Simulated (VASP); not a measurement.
# Ru (P6/mmm) in VASP: notebook

The runs below take Ru through single point, with PBEsol.

All numbers are computed with VASP 6.6.1; they aren't measurements. Logs are shortened: lines on timing, memory, paths and dates and some standing lists are left out, and cuts for length are marked.

### 1 The cell of the first run

Symmetry: P6/mmm, No. 191, hexagonal system. Conventional cell: a = 4.240 Å, b = 4.240 Å, c = 2.628 Å, α = 90.00°, β = 90.00°, γ = 120.00°. Within 3.5 Å of Ru (site symmetry 6/mmm) lie 14 Ru at 2.63 to 2.78 Å. Ru (site symmetry -6m2) has 11 Ru at 2.45 to 2.78 Å within 3.2 Å.

### 2 Single point, PBEsol

Contents of INCAR:

```
ALGO = Normal
EDIFF = 1E-7
ENCUT = 520
GGA = PS
ISIF = 2
ISMEAR = 0
LASPH = T
LCHARG = F
LREAL = F
LWAVE = F
NBANDS = 28
NELM = 100
PREC = Accurate
SIGMA = 0.1
```

Contents of KPOINTS:

```
k-points
0
Gamma
  6 6 6
```

Contents of POSCAR:

```
Ru
1.0
    4.2397979375      0.0000000000      0.0000000000
   -2.1198989688      3.6717727208      0.0000000000
    0.0000000000      0.0000000000      2.6280304036
Ru
3
Direct
    0.0000000000      0.0000000000      0.0000000000
    0.3333333333      0.6666666667      0.5000000000
    0.6666666667      0.3333333333      0.5000000000
```

Potentials or basis: VASP PAW PBE potentials, release 64 (Ru_pv).

Command:

```bash
cat potpaw_PBE.64/Ru_pv/POTCAR > POTCAR
mpirun -np 1 vasp_std > vasp.out
```

OUTCAR:

```text
EDIFF = 1E-7
   ENCUT = 520
   GGA = PS
   ISIF = 2
   ISMEAR = 0
   LASPH = T
   LREAL = F
   NELM = 100
   PREC = Accurate

 ion  position               nearest neighbor table
   1  0.000  0.000  0.000-   2 2.78   3 2.78   2 2.78   3 2.78   3 2.78   3 2.78   2 2.78   2 2.78
                             3 2.78   3 2.78   2 2.78   2 2.78
   2  0.333  0.667  0.500-   3 2.45   3 2.45   3 2.45   1 2.78   1 2.78   1 2.78   1 2.78   1 2.78
                             1 2.78
   3  0.667  0.333  0.500-   2 2.45   2 2.45   2 2.45   1 2.78   1 2.78   1 2.78   1 2.78   1 2.78
                             1 2.78

  LATTYP: Found a hexagonal cell.
 ALAT       =     4.2397979375
 C/A-ratio  =     0.6198480310

  Lattice vectors:

 A1 = (   4.2397979375,   0.0000000000,   0.0000000000)
 A2 = (  -2.1198989688,   3.6717727208,   0.0000000000)
 A3 = (   0.0000000000,   0.0000000000,   2.6280304036)

Analysis of symmetry for initial positions (statically):
=====================================================================
 Subroutine PRICEL returns:
 Original cell was already a primitive cell.

 Routine SETGRP: Setting up the symmetry group for a
 hexagonal supercell.

 Subroutine GETGRP returns: Found 24 space group operations
 (whereof 24 operations were pure point group operations)
 out of a pool of 24 trial point group operations.

The static configuration has the point symmetry D_6h.

Analysis of symmetry for dynamics (positions and initial velocities):
=====================================================================
 Subroutine PRICEL returns:
 Original cell was already a primitive cell.

 Routine SETGRP: Setting up the symmetry group for a
 hexagonal supercell.

 Subroutine GETGRP returns: Found 24 space group operations
 (whereof 24 operations were pure point group operations)
 out of a pool of 24 trial point group operations.

The dynamic configuration has the point symmetry D_6h.

 Subroutine INISYM returns: Found 24 space group operations
 (whereof 24 operations are pure point group operations),
 and found     1 'primitive' translations

[... 89 lines left out ...]
   ICHARG =      2    charge: 1-file 2-atom 10-const
   ISPIN  =      1    spin polarized calculation?
   LNONCOLLINEAR =      F non collinear calculations
   LSORBIT =      F    spin-orbit coupling
   LASPH  =      T    aspherical Exc in radial PAW
   ENCUT  =  520.0 eV  38.22 Ry    6.18 a.u.   7.88  7.88  4.89*2*pi/ulx,y,z
   NELM   =    100;   NELMIN=  2; NELMDL= -5     # of ELM steps
   EDIFF  = 0.1E-06   stopping-criterion for ELM
   LREAL  =      F    real-space projection
   EDIFFG = 0.1E-05   stopping-criterion for IOM
   NSW    =      0    number of steps for IOM
   IBRION =     -1    ionic relax: 0-MD 1-quasi-New 2-CG
   NFREE  =      0    steps in history (QN), initial steepest desc. (CG)
   ISIF   =      2    stress and relaxation
   ISYM   =      2    0-nonsym 1-usesym 2-fastsym
   POTIM  = 0.5000    time-step for ionic-motion
   TEBEG  =    0.0;   TEEND  =   0.0 temperature during run
   PSTRESS=    0.0 pullay stress
   NELECT =      42.0000    total number of electrons
   NUPDOWN=      -1.0000    fix difference up-down
   EMIN   =  10.00;   EMAX   =-10.00  energy-range for DOS
   EFERMI =   0.00;   METHOD = LEGACY
   ISMEAR =     0;   SIGMA  =   0.10  broadening in eV -4-tet -1-fermi 0-gaus
   EFERMI_NEDOS =   21; number of points for ismear=-14 and -15
   IALGO  =     38    algorithm
   IMIX   =      4    mixing-type and parameters
     AMIX     =   0.40;   BMIX     =  1.00
     AMIX_MAG =   1.60;   BMIX_MAG =  1.00
  volume/ion in A,a.u.               =      13.64        92.03
  Fermi-wavevector in a.u.,A,eV,Ry     =   1.651483  3.120851 37.108484  2.727397
  Thomas-Fermi vector in A             =   2.740255
   LORBIT       =      0    0 simple, 1 ext, 2 COOP (PROOUT), +10 PAW based schemes
   GGA     = PS    functional components
   LHFCALC =     F    Hartree Fock is set to
   AEXX    =    0.0000 exact exchange contribution
   IVDW    =     0    specifies the selected vdW correction
   LEPSILON=     F    determine dielectric tensor
   LRPA    =     F    only Hartree local field effects (RPA)
 non-spin polarized calculation
 Gauss-broadening in eV      SIGMA  =   0.10
  energy-cutoff  :      520.00
  volume of cell :       40.91
 maximum number of plane-waves:      1116
 NGX is ok and might be reduce to    32
   NGX = 15   NGY = 15   NGZ =  9

 number of electron      41.9999993 magnetization

 Free energy of the ion-electron system (eV)
  ---------------------------------------------------
  ext. energy  EPLUGINS =         0.00000000
  ---------------------------------------------------
  free energy    TOTEN  =       -29.58852463 eV

  energy without entropy =      -29.56373071  energy(sigma->0) =      -29.57612767

 E-fermi :  12.8311     XC(G=0): -14.2370

 val. band max:       12.8286846187   @ k =   0.1667   0.0000   0.3333
 cond. band min:      12.8326485998   @ k =   0.3333  -0.0000   0.0000
 fundamental gap:      0.0039639812
 Fermi energy:        12.8310985438

 k-point     1 :       0.0000    0.0000    0.0000
  band No.  band energies     occupation
      1     -30.7885      2.00000
      2     -30.7885      2.00000
      3     -30.3928      2.00000
      4     -30.3928      2.00000
      5     -30.0974      2.00000
      6     -29.8282      2.00000
[... 733 lines left out ...]
     27      21.3354      0.00000
     28      22.3622      0.00000

 [... further k-points ...]

------------------------ aborting loop because EDIFF is reached ----------------------------------------

  FORCE on cell =-STRESS in cart. coord.  units (eV):
  Direction    XX          YY          ZZ          XY          YZ          ZX
  --------------------------------------------------------------------------------------
  -------------------------------------------------------------------------------------
  Total       -0.3286641     -0.3286641      0.8930751      0.0000000     -0.0000000      0.0000000
  in kB      -12.8709781    -12.8709781     34.9741534      0.0000000     -0.0000000      0.0000000
  external PRESSURE =       3.0773990 kB  Pullay stress =       0.0000000 kB

 VOLUME and BASIS-vectors are now :
 -----------------------------------------------------------------------------
  energy-cutoff  :      520.00
  volume of cell :       40.91
      direct lattice vectors                 reciprocal lattice vectors
     4.239797937  0.000000000  0.000000000     0.235860297  0.136174006  0.000000000
    -2.119898969  3.671772721  0.000000000     0.000000000  0.272348012  0.000000000
     0.000000000  0.000000000  2.628030404     0.000000000  0.000000000  0.380513102

 POSITION                                       TOTAL-FORCE (eV/Angst)
 -----------------------------------------------------------------------------------
      0.00000      0.00000      0.00000        -0.000000      0.000000      0.000000
     -0.00000      2.44785      1.31402        -0.000000      0.000000      0.000000
      2.11990      1.22392      1.31402         0.000000     -0.000000     -0.000000
 -----------------------------------------------------------------------------------
    total drift:                               -0.000000      0.000000      0.000000

  FREE ENERGIE OF THE ION-ELECTRON SYSTEM (eV)
  ---------------------------------------------------
  free  energy   TOTEN  =       -29.5885246284 eV

  energy  without entropy=      -29.5637307122  energy(sigma->0) =      -29.57612767
```

OSZICAR:

```text
N       E                     dE             d eps       ncg     rms          rms(c)
DAV:   1     0.472686925558E+03    0.47269E+03   -0.25389E+04  1568   0.165E+03
DAV:   2    -0.187129189036E+02   -0.49140E+03   -0.47882E+03  1644   0.506E+02
DAV:   3    -0.316672786643E+02   -0.12954E+02   -0.12597E+02  1700   0.888E+01
DAV:   4    -0.318120465468E+02   -0.14477E+00   -0.14437E+00  1988   0.846E+00
DAV:   5    -0.318146287366E+02   -0.25822E-02   -0.25818E-02  1760   0.104E+00    0.242E+01
DAV:   6    -0.298381809675E+02    0.19764E+01   -0.60166E+00  1740   0.204E+01    0.725E+00
DAV:   7    -0.305290125059E+02   -0.69083E+00   -0.73793E+00  1736   0.228E+01    0.888E+00
DAV:   8    -0.295981666619E+02    0.93085E+00   -0.37931E+00  1708   0.115E+01    0.124E+00
DAV:   9    -0.295889410943E+02    0.92256E-02   -0.38103E-02  1772   0.147E+00    0.255E-01
DAV:  10    -0.295885252621E+02    0.41583E-03   -0.21016E-03  1952   0.388E-01    0.695E-02
DAV:  11    -0.295885195334E+02    0.57288E-05   -0.90312E-05  1816   0.749E-02    0.266E-02
DAV:  12    -0.295885261063E+02   -0.65730E-05   -0.10725E-05  1980   0.286E-02    0.640E-03
DAV:  13    -0.295885247512E+02    0.13551E-05   -0.99170E-07  1832   0.911E-03    0.144E-03
DAV:  14    -0.295885246500E+02    0.10125E-06   -0.49270E-08  1064   0.211E-03    0.424E-04
DAV:  15    -0.295885246284E+02    0.21549E-07   -0.86550E-09  1084   0.674E-04
   1 F= -.29588525E+02 E0= -.29576128E+02  d E =-.247939E-01
```

stdout:

```text
POSCAR found type information on POSCAR Ru
 POSCAR found :  1 types and       3 ions
 scaLAPACK will be used
 -----------------------------------------------------------------------------
|                                                                             |
|                                                                             |
|     You enforced a specific xc type in the INCAR file but a different       |
|     I HOPE YOU KNOW WHAT YOU ARE DOING!                                     |
|                                                                             |
 -----------------------------------------------------------------------------

 LDA part: xc-table for (Slater+PW92), standard interpolation
 POSCAR, INCAR and KPOINTS ok, starting setup
 FFT: planning ... GRIDC
 FFT: planning ... GRID_SOFT
 FFT: planning ... GRID
 WAVECAR not read
 entering main loop
```

Run time: 30 s. Hardware: 1 thread of Intel Xeon Platinum 8259CL at 2.50GHz (Skylake/Cascade Lake), shared host; peak memory 0.16 GiB.

What came out:

```yaml
Free_energy: -29.5885 eV
Pressure: 0.3 GPa
Band_gap_on_the_k_mesh: zero (band 21 reaches 13.99 eV, above the bottom of band 22 at 11.53 eV)
```

Caveat: the k points lie up to 0.40 Å⁻¹ apart; the PAW data sets were made with another functional, which shifts forces and pressure a little.

### 3 Single point, PBEsol

Contents of INCAR:

```
SYSTEM = Ru
PREC = Accurate ; ENCUT = 520
EDIFF = 1E-6 ; ISMEAR = 0
SIGMA = 0.1 ; LREAL = .FALSE.
LASPH = .TRUE. ; NELM = 100
ALGO = Fast ; ISIF = 2
LWAVE = .FALSE. ; LCHARG = .FALSE.
GGA = PS ; NBANDS = 28
```

Contents of KPOINTS:

```
Automatic mesh
0
G
  12 12 16
  0 0 0
```

Contents of POSCAR:

```
Ru
1.0
    4.2212450518      0.0000000000      0.0000000000
   -2.1106225259      3.6557054505      0.0000000000
    0.0000000000      0.0000000000      2.6524658303
Ru
3
Direct
    0.0000000000      0.0000000000      0.0000000000
    0.3333333333      0.6666666667      0.5000000000
    0.6666666667      0.3333333333      0.5000000000
```

Potentials or basis: VASP PAW PBE potentials, release 64 (Ru_pv).

Command:

```bash
cat potpaw_PBE.64/Ru_pv/POTCAR > POTCAR
mpirun -np 1 vasp_std > vasp.out
```

Run time: 2.4 min. Hardware: 1 thread of Intel Xeon Platinum 8259CL at 2.50GHz (Skylake/Cascade Lake), shared host; peak memory 0.26 GiB.

It converged, with:

| Quantity | Value |
| --- | --- |
| Free energy | -29.6828 eV |
| Pressure | 0.1 GPa |
| Band gap on the k mesh | zero (band 21 reaches 13.99 eV, above the bottom of band 22 at 11.42 eV) |

Stress tensor (GPa, compression positive):
```
 0.17  0.00  0.00
 0.00  0.17  0.00
 0.00  0.00 -0.09
```

Levels at points of the mesh, in eV from the Fermi level:
| k point | band 17 | band 18 | band 19 | band 20 | band 21 | band 22 | band 23 | band 24 | band 25 | band 26 |
| --- | --- | --- | --- | --- | --- | --- | --- | --- | --- | --- |
| (0.00, 0.00, 0.00) | -2.88 | -2.19 | -2.19 | -1.49 | -1.49 | -1.38 | -1.38 | 1.74 | 1.74 | 9.49 |
| (0.50, 0.00, 0.00) | -2.68 | -2.58 | -1.21 | -1.14 | 0.40 | 0.82 | 0.85 | 0.87 | 1.30 | 1.33 |
| (0.00, 0.00, 0.50) | -2.20 | -2.03 | -2.03 | 0.69 | 0.69 | 1.40 | 1.40 | 2.54 | 3.54 | 4.22 |
| (0.50, 0.00, 0.50) | -2.16 | -2.05 | -0.78 | -0.54 | 0.30 | 1.00 | 1.33 | 2.21 | 3.13 | 4.35 |

Caveat: the PAW data sets were made with another functional, which shifts forces and pressure a little.
